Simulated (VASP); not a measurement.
# SiC (Fm-3m) in VASP: a series of runs

The runs below take SiC through relaxation of cell and atoms, with PBE.

All numbers are computed with VASP 6.6.1; they aren't measurements. Logs are shortened: lines on timing, memory, paths and dates and some standing lists are left out, and cuts for length are marked.

### Step 1. The cell of the first run

It takes space group Fm-3m (No. 225, cubic). The conventional cell has a = 4.057 Å, b = 4.057 Å, c = 4.057 Å, α = 90.00°, β = 90.00°, γ = 90.00°. Within 2.7 Å of Si (site symmetry m-3m) lie 6 C at 2.03 Å. Within 2.7 Å of C (site symmetry m-3m) lie 6 Si at 2.03 Å.

### Step 2. Relaxation of cell and atoms, PBE

Contents of INCAR:

```
SYSTEM = SiC
PREC = Accurate
ENCUT = 600
EDIFF = 1E-7
ISMEAR = 0
SIGMA = 0.1
LREAL = .FALSE.
LASPH = .TRUE.
NELM = 60
ALGO = Normal
ISIF = 3
LWAVE = .FALSE.
LCHARG = .FALSE.
GGA = PE
IBRION = 2
NSW = 100
EDIFFG = -0.01
```

Contents of KPOINTS:

```
regular mesh
0
G
  24 24 24
  0 0 0
```

Contents of POSCAR:

```
SiC
1.0
    0.0000000000      2.0285923421      2.0285923421
    2.0285923421      0.0000000000      2.0285923421
    2.0285923421      2.0285923421      0.0000000000
Si C
1 1
Direct
    0.0000000000      0.0000000000      0.0000000000
    0.5000000000      0.5000000000      0.5000000000
```

Potentials or basis: VASP PAW PBE potentials, release 64 (Si, C).

Command:

```
$ cat potpaw_PBE.64/Si/POTCAR potpaw_PBE.64/C/POTCAR > POTCAR
$ mpirun -np 1 vasp_std > vasp.out
```

OUTCAR:

```text
SYSTEM = SiC
   PREC = Accurate
   ENCUT = 600
   EDIFF = 1E-7
   ISMEAR = 0
   LREAL = .FALSE.
   LASPH = .TRUE.
   NELM = 60
   ISIF = 3
   GGA = PE
   IBRION = 2
   NSW = 100
   EDIFFG = -0.01

 ion  position               nearest neighbor table
   1  0.000  0.000  0.000-   2 2.03   2 2.03   2 2.03   2 2.03   2 2.03   2 2.03
   2  0.500  0.500  0.500-   1 2.03   1 2.03   1 2.03   1 2.03   1 2.03   1 2.03

  LATTYP: Found a face centered cubic cell.
 ALAT       =     4.0571846842

  Lattice vectors:

 A1 = (   0.0000000000,   2.0285923421,   2.0285923421)
 A2 = (   2.0285923421,   0.0000000000,   2.0285923421)
 A3 = (   2.0285923421,   2.0285923421,   0.0000000000)

Analysis of symmetry for initial positions (statically):
=====================================================================
 Subroutine PRICEL returns:
 Original cell was already a primitive cell.

 Routine SETGRP: Setting up the symmetry group for a
 face centered cubic supercell.

 Subroutine GETGRP returns: Found 48 space group operations
 (whereof 48 operations were pure point group operations)
 out of a pool of 48 trial point group operations.

The static configuration has the point symmetry O_h .

Analysis of symmetry for dynamics (positions and initial velocities):
=====================================================================
 Subroutine PRICEL returns:
 Original cell was already a primitive cell.

 Routine SETGRP: Setting up the symmetry group for a
 face centered cubic supercell.

 Subroutine GETGRP returns: Found 48 space group operations
 (whereof 48 operations were pure point group operations)
 out of a pool of 48 trial point group operations.

The dynamic configuration has the point symmetry O_h .

 Subroutine INISYM returns: Found 48 space group operations
 (whereof 48 operations are pure point group operations),
 and found     1 'primitive' translations

----------------------------------------------------------------------------------------

                                     Primitive cell

  volume of cell :      16.6961

  direct lattice vectors                    reciprocal lattice vectors
     0.000000000  2.028592342  2.028592342    -0.246476332  0.246476332  0.246476332
     2.028592342  0.000000000  2.028592342     0.246476332 -0.246476332  0.246476332
     2.028592342  2.028592342  0.000000000     0.246476332  0.246476332 -0.246476332

  length of vectors
     2.868862803  2.868862803  2.868862803     0.426909530  0.426909530  0.426909530

  position of ions in fractional coordinates (direct lattice)
     0.000000000  0.000000000  0.000000000
     0.500000000  0.500000000  0.500000000

  ion indices of the primitive-cell ions
   primitive index   ion index
                 1           1
                 2           2

----------------------------------------------------------------------------------------

 KPOINTS: regular mesh

Automatic generation of k-mesh.
 Grid dimensions read from file:
 generate k-points for:   24   24   24

 Generating k-lattice:

  Cartesian coordinates                     Fractional coordinates (reciprocal lattice)
    -0.010269847  0.010269847  0.010269847     0.041666667  0.000000000  0.000000000
     0.010269847 -0.010269847  0.010269847     0.000000000  0.041666667  0.000000000
     0.010269847  0.010269847 -0.010269847     0.000000000  0.000000000  0.041666667

  Length of vectors
     0.017787897  0.017787897  0.017787897

  Shift w.r.t. Gamma in fractional coordinates (k-lattice)
     0.000000000  0.000000000  0.000000000

 Subroutine IBZKPT returns following result:
 ===========================================

 Found    413 irreducible k-points:

 Following reciprocal coordinates:
            Coordinates               Weight
  0.000000  0.000000  0.000000      1.000000
  0.041667  0.000000  0.000000      8.000000
  0.083333  0.000000  0.000000      8.000000
  0.125000  0.000000  0.000000      8.000000
  0.166667  0.000000  0.000000      8.000000
  0.208333  0.000000  0.000000      8.000000
[... 16 lines left out ...]
  0.416667  0.041667  0.000000     24.000000
  0.458333  0.041667  0.000000     24.000000
 [... further k-points ...]
   k-points           NKPTS =    413   k-points in BZ     NKDIM =    413   number of bands    NBANDS=      8
   number of dos      NEDOS =    301   number of ions     NIONS =      2
   total plane-waves  NPLWV =  13824
   dimension x,y,z NGX =    24 NGY =   24 NGZ =   24
   dimension x,y,z NGXF=    48 NGYF=   48 NGZF=   48
   ions per type =               1   1
   NGX,Y,Z   is equivalent  to a cutoff of  13.91, 13.91, 13.91 a.u.
   NGXF,Y,Z  is equivalent  to a cutoff of  27.82, 27.82, 27.82 a.u.
 SYSTEM =  SiC
   PREC   = accura    normal or accurate (medium, high low for compatibility)
   ISTART =      0    job   : 0-new  1-cont  2-samecut
   ICHARG =      2    charge: 1-file 2-atom 10-const
   ISPIN  =      1    spin polarized calculation?
   LNONCOLLINEAR =      F non collinear calculations
   LSORBIT =      F    spin-orbit coupling
   LASPH  =      T    aspherical Exc in radial PAW
   ENCUT  =  600.0 eV  44.10 Ry    6.64 a.u.   5.73  5.73  5.73*2*pi/ulx,y,z
   NELM   =     60;   NELMIN=  2; NELMDL= -5     # of ELM steps
   EDIFF  = 0.1E-06   stopping-criterion for ELM
   LREAL  =      F    real-space projection
   EDIFFG = -.1E-01   stopping-criterion for IOM
   NSW    =    100    number of steps for IOM
   IBRION =      2    ionic relax: 0-MD 1-quasi-New 2-CG
   NFREE  =      1    steps in history (QN), initial steepest desc. (CG)
   ISIF   =      3    stress and relaxation
   ISYM   =      2    0-nonsym 1-usesym 2-fastsym
   POTIM  = 0.5000    time-step for ionic-motion
   TEBEG  =    0.0;   TEEND  =   0.0 temperature during run
   PSTRESS=    0.0 pullay stress
   NELECT =       8.0000    total number of electrons
   NUPDOWN=      -1.0000    fix difference up-down
   EMIN   =  10.00;   EMAX   =-10.00  energy-range for DOS
   EFERMI =   0.00;   METHOD = LEGACY
   ISMEAR =     0;   SIGMA  =   0.10  broadening in eV -4-tet -1-fermi 0-gaus
   EFERMI_NEDOS =   21; number of points for ismear=-14 and -15
   IALGO  =     38    algorithm
   IMIX   =      4    mixing-type and parameters
     AMIX     =   0.40;   BMIX     =  1.00
     AMIX_MAG =   1.60;   BMIX_MAG =  1.00
  volume/ion in A,a.u.               =       8.35        56.34
  Fermi-wavevector in a.u.,A,eV,Ry     =   1.281052  2.420837 22.328438  1.641094
  Thomas-Fermi vector in A             =   2.413444
   LORBIT       =      0    0 simple, 1 ext, 2 COOP (PROOUT), +10 PAW based schemes
   GGA     = PE    functional components
   LHFCALC =     F    Hartree Fock is set to
   AEXX    =    0.0000 exact exchange contribution
   IVDW    =     0    specifies the selected vdW correction
   LEPSILON=     F    determine dielectric tensor
   LRPA    =     F    only Hartree local field effects (RPA)
 conjugate gradient relaxation of ions
 non-spin polarized calculation
 Gauss-broadening in eV      SIGMA  =   0.10
  energy-cutoff  :      600.00
  volume of cell :       16.70
 maximum number of plane-waves:       568
   NGX = 11   NGY = 11   NGZ = 11

 number of electron       8.0000000 magnetization

 Free energy of the ion-electron system (eV)
  ---------------------------------------------------
  ext. energy  EPLUGINS =         0.00000000
  ---------------------------------------------------
  free energy    TOTEN  =       -13.57712424 eV

  energy without entropy =      -13.57514384  energy(sigma->0) =      -13.57613404

 E-fermi :  12.2422     XC(G=0): -12.6689

 val. band max:       12.2202373677   @ k =   0.1667   0.0833   0.0417
 cond. band min:      12.2432886506   @ k =   0.4583   0.3750   0.0000
 fundamental gap:      0.0230512829
 Fermi energy:        12.2422479253

 k-point     1 :       0.0000    0.0000    0.0000
  band No.  band energies     occupation
      1      -6.0915      2.00000
      2      12.3044      0.37949
      3      12.3044      0.37949
      4      12.3044      0.37949
      5      19.6624      0.00000
      6      21.2456      0.00000
      7      21.2456      0.00000
      8      21.2456      0.00000

 k-point     2 :       0.0417    0.0000    0.0000
  band No.  band energies     occupation
      1      -6.0495      2.00000
      2      12.0584      1.99068
      3      12.2776      0.61754
      4      12.2776      0.61754
      5      19.7590      0.00000
      6      21.1645      0.00000
      7      21.3224      0.00000
      8      21.3224      0.00000

 k-point     3 :       0.0833    0.0000    0.0000
  band No.  band energies     occupation
      1      -5.9233      2.00000
      2      11.3868      2.00000
      3      12.2016      1.43447
      4      12.2016      1.43447
      5      19.8886      0.00000
      6      21.1093      0.00000
      7      21.5079      0.00000
      8      21.5079      0.00000

 k-point     4 :       0.1250    0.0000    0.0000
  band No.  band energies     occupation
      1      -5.7135      2.00000
      2      10.4260      2.00000
      3      12.0885      1.97037
      4      12.0885      1.97037
      5      19.7567      0.00000
      6      21.4016      0.00000
      7      21.5247      0.00000
      8      21.5247      0.00000

 k-point     5 :       0.1667    0.0000    0.0000
  band No.  band energies     occupation
      1      -5.4207      2.00000
      2       9.2977      2.00000
      3      11.9535      1.99996
      4      11.9535      1.99996
      5      19.4526      0.00000
      6      20.9904      0.00000
      7      20.9904      0.00000
      8      21.9315      0.00000
[... 177 lines left out ...]
 k-point    22 :       0.3750    0.0417    0.0000
  band No.  band energies     occupation
      1      -2.9686      2.00000
      2       3.6691      2.00000
      3      11.0989      2.00000
      4      11.4089      2.00000
      5      17.6630      0.00000
      6      18.5565      0.00000
      7      18.5974      0.00000
      8      22.5452      0.00000

 k-point    23 :       0.4167    0.0417    0.0000
  band No.  band energies     occupation
      1      -2.2574      2.00000
      2       2.5720      2.00000
      3      11.0869      2.00000
      4      11.2753      2.00000
      5      17.4242      0.00000
      6      18.1950      0.00000
      7      18.4540      0.00000
      8      22.3573      0.00000

 k-point    24 :       0.4583    0.0417    0.0000
  band No.  band energies     occupation
      1      -1.5282      2.00000
      2       1.5902      2.00000
      3      11.1101      2.00000
      4      11.1569      2.00000
      5      17.3037      0.00000
      6      17.8954      0.00000
      7      18.3903      0.00000
      8      22.2239      0.00000

 [... further k-points ...]

------------------------ aborting loop because EDIFF is reached ----------------------------------------

  FORCE on cell =-STRESS in cart. coord.  units (eV):
  Direction    XX          YY          ZZ          XY          YZ          ZX
  --------------------------------------------------------------------------------------
  -------------------------------------------------------------------------------------
  Total       -0.0007418     -0.0007418     -0.0007418     -0.0000000      0.0000000     -0.0000000
  in kB       -0.0711886     -0.0711886     -0.0711886     -0.0000000      0.0000000     -0.0000000
  external PRESSURE =      -0.0711886 kB  Pullay stress =       0.0000000 kB

 VOLUME and BASIS-vectors are now :
 -----------------------------------------------------------------------------
  energy-cutoff  :      600.00
  volume of cell :       16.70
      direct lattice vectors                 reciprocal lattice vectors
     0.000000000  2.028592342  2.028592342    -0.246476332  0.246476332  0.246476332
     2.028592342  0.000000000  2.028592342     0.246476332 -0.246476332  0.246476332
     2.028592342  2.028592342  0.000000000     0.246476332  0.246476332 -0.246476332

 POSITION                                       TOTAL-FORCE (eV/Angst)
 -----------------------------------------------------------------------------------
      0.00000      0.00000      0.00000         0.000000     -0.000000     -0.000000
      2.02859      2.02859      2.02859        -0.000000      0.000000      0.000000
 -----------------------------------------------------------------------------------
    total drift:                               -0.000000     -0.000000      0.000000

  FREE ENERGIE OF THE ION-ELECTRON SYSTEM (eV)
  ---------------------------------------------------
  free  energy   TOTEN  =       -13.5771242373 eV

  energy  without entropy=      -13.5751438376  energy(sigma->0) =      -13.57613404

 reached required accuracy - stopping structural energy minimisation
```

It took 45 s on 1 thread of Intel Xeon 8259CL, shared host; peak memory 0.19 GiB.

What came out:

```yaml
Free_energy: -13.5771 eV
Pressure_after_relaxing: 0.0 GPa
Band_gap_on_the_k_mesh: zero (bands 4 and 5 overlap by 1.06 eV)
```

Final structure:
```
Si C
1.0
     0.00000    2.02859    2.02859
     2.02859    0.00000    2.02859
     2.02859    2.02859    0.00000
Si C
1 1
Direct
  0.00000 0.00000 0.00000
  0.50000 0.50000 0.50000
```

Caveat: the relaxation stopped at its first step, so nothing moved.

### Step 3. Relaxation of cell and atoms, PBE

Contents of INCAR:

```
SYSTEM = SiC
  PREC = Accurate
  ENCUT = 600
  EDIFF = 1E-6
  ISMEAR = 0
  SIGMA = 0.1
  LREAL = .False.
  LASPH = .True.
  NELM = 60
  ALGO = Normal
  ISIF = 3
  LWAVE = .False.
  LCHARG = .False.
  GGA = PE
  IBRION = 2
  NSW = 100
  EDIFFG = -0.01
```

Contents of KPOINTS:

```
Automatic mesh
0
Gamma
  24 24 24
  0 0 0
```

Contents of POSCAR:

```
SiC
1.0
    0.0000000000      2.0290835651      2.0290835651
    2.0290835651      0.0000000000      2.0290835651
    2.0290835651      2.0290835651      0.0000000000
Si C
1 1
Direct
    0.5000000000      0.5000000000      0.5000000000
    0.0000000000      0.0000000000      0.0000000000
```

Potentials or basis: VASP PAW PBE potentials, release 64 (Si, C).

Command:

```
$ cat potpaw_PBE.64/Si/POTCAR potpaw_PBE.64/C/POTCAR > POTCAR
$ mpirun -np 1 vasp_std > vasp.out
```

Run time: 53 s. Hardware: 1 thread of Intel Xeon 8259CL, shared host; peak memory 0.19 GiB.

Results (log left out):

| Property | Result |
| --- | --- |
| Free energy | -13.5771 eV |
| Pressure after relaxing | -0.2 GPa |
| Band gap on the k mesh | zero (bands 4 and 5 overlap by 1.06 eV) |

Final structure:
```xyz
2
Lattice="0.0000 2.0291 2.0291 2.0291 0.0000 2.0291 2.0291 2.0291 0.0000" Properties=species:S:1:pos:R:3 pbc="T T T"
Si    2.0291    2.0291    2.0291
C     0.0000    0.0000    0.0000
```

Levels at points of the mesh, in eV from the Fermi level:
| k point | band 1 | band 2 | band 3 | band 4 | band 5 | band 6 | band 7 | band 8 |
| --- | --- | --- | --- | --- | --- | --- | --- | --- |
| (0.00, 0.00, 0.00) | -18.32 | 0.06 | 0.06 | 0.06 | 7.41 | 9.00 | 9.00 | 9.00 |
| (0.50, 0.00, 0.00) | -13.18 | -11.43 | -0.97 | -0.97 | 5.29 | 5.29 | 5.93 | 9.58 |
| (0.50, 0.50, 0.00) | -11.43 | -9.68 | -4.22 | -4.22 | -0.92 | 2.63 | 14.79 | 15.05 |

Caveat: the relaxation stopped at its first step, so nothing moved.

The gap in the log of VASP goes by the Fermi energy; the results here count the filled bands.